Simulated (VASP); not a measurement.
Write the native input for VASP 6.6.1 that does the following.

```
Task                   : single point
Functional             : r2SCAN
Potentials or basis    : VASP PAW PBE potentials, release 64 (P)
Cutoff                 : 520 eV
k mesh                 : 12 × 12 × 12
Occupations            : gaussian, width 0.15 eV
Spin                   : no spin polarisation
Dipole correction      : no
Further INCAR settings : ALGO = Normal; EDIFF = 1e-06; NBANDS = 8
```

P:

```xyz
1
Lattice="4.4866 0.0000 0.0000 0.0000 4.4866 0.0000 0.0000 0.0000 4.5969" Properties=species:S:1:pos:R:3 pbc="T T T"
P     0.0000    0.0000    0.0000
```

This cell differs from its parent crystal: strain +0.050 along x and y, +0.050 along z.

One way to write it, as run:

POSCAR

```
P
1.0
    4.4865501003      0.0000000000      0.0000000000
    0.0000000000      4.4865501003      0.0000000000
    0.0000000000      0.0000000000      4.5969000000
P
1
Direct
    0.0000000000      0.0000000000      0.0000000000
```

INCAR.step1

```
PREC = Accurate
ENCUT = 520
ISMEAR = 0
SIGMA = 0.15
LREAL = False
LASPH = True
NELM = 80
NBANDS = 8
GGA = PE
ALGO = Normal
EDIFF = 1E-4
LWAVE = True
LCHARG = False
```

INCAR.step2

```
PREC = Accurate
ENCUT = 520
EDIFF = 1E-6
ISMEAR = 0
SIGMA = 0.15
LREAL = False
LASPH = True
NELM = 80
ALGO = Normal
ISIF = 2
LWAVE = False
LCHARG = False
METAGGA = R2SCAN
LMIXTAU = True
NBANDS = 8
ISTART = 1
```

KPOINTS

```
Automatic mesh
0
Gamma
  12 12 12
```

Potentials or basis: VASP PAW PBE potentials, release 64 (P).

Run with:

```console
$ cat potpaw_PBE.64/P/POTCAR > POTCAR
$ cp INCAR.step1 INCAR
$ mpirun -np 1 vasp_std > vasp.out
$ cp INCAR.step2 INCAR
$ mpirun -np 1 vasp_std > vasp.out
```

Results of the run:

```
Pressure               : -2.8 GPa
Band gap on the k mesh : zero (an odd number of electrons rules out a gap without spin polarisation)
```

Caveat: the cell differs from its parent crystal (strain +0.050 along x and y, +0.050 along z); the atoms stand far beyond bonding distance, and open shells without spin polarisation read as a metal; the PAW data sets were made with another functional, which shifts forces and pressure a little.

It took 5.1 min on 1 thread of AMD EPYC 9R45 96-Core Processor (Zen 5), on a shared host, peak memory 0.26 GiB.
